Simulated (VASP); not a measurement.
LiSe3:

```xyz
4
Lattice="3.9651 0.0000 0.0000 -1.9826 3.4339 0.0000 0.0000 0.0000 7.4253" Properties=species:S:1:pos:R:3 pbc="T T T"
Li    0.0000    0.0000    3.7127
Se    1.9826    1.1446    4.9999
Se    1.9826    1.1446    2.4254
Se    1.9826    1.1446    0.0000
```

```yaml
Program: VASP 6.6.1
Task: relaxation of cell and atoms
Functional: PBE
Potentials_or_basis: VASP PAW PBE potentials, release 64 (Li_sv, Se)
Cutoff: 600 eV
k_mesh: 6 × 6 × 4
Occupations: gaussian, width 0.1 eV
Spin: no spin polarisation
```

At the start: pressure 1.5 GPa; volume 25.28 Å³/atom.

Task: Where does the relaxation end?

Result: Over 10 steps the energy falls by 25.5 meV/atom and the volume is 23.88 Å³/atom (-5.5 %); space group P-6m2 (No. 187, to 0.05 Å).

Step by step:
```csv
step,energy change (eV),largest force (eV/Å),pressure (GPa),volume (Å³)
1,0.0000,0.1329,1.47,101.10
2,-0.0534,0.2457,-1.32,104.47
3,-0.0570,0.2314,-0.77,103.77
4,-0.0709,0.1660,-0.65,102.32
5,-0.0968,0.0007,-0.19,98.03
6,-0.0741,0.2046,1.40,89.64
7,-0.1008,0.0754,0.11,95.91
8,-0.1009,0.0857,0.16,95.57
9,-0.0991,0.0441,-0.61,95.41
10,-0.1020,0.0352,-0.14,95.51
```

Final structure:
```cif
data_structure
_symmetry_space_group_name_H-M 'P 1'
_symmetry_Int_Tables_number 1
_cell_length_a 3.7623
_cell_length_b 3.7623
_cell_length_c 7.7916
_cell_angle_alpha 90.000
_cell_angle_beta 90.000
_cell_angle_gamma 120.000
_cell_volume 95.51
loop_
_atom_site_label
_atom_site_type_symbol
_atom_site_fract_x
_atom_site_fract_y
_atom_site_fract_z
_atom_site_occupancy
Li1 Li 0.00000 0.00000 0.50000 1
Se1 Se 0.66667 0.33333 0.68251 1
Se2 Se 0.66667 0.33333 0.31749 1
Se3 Se 0.66667 0.33333 0.00000 1
```

Caveat: the cutoff is under 1.25 times the usual one of these potentials, so pressure, stress and relaxed cells hold a basis-set (Pulay) error.
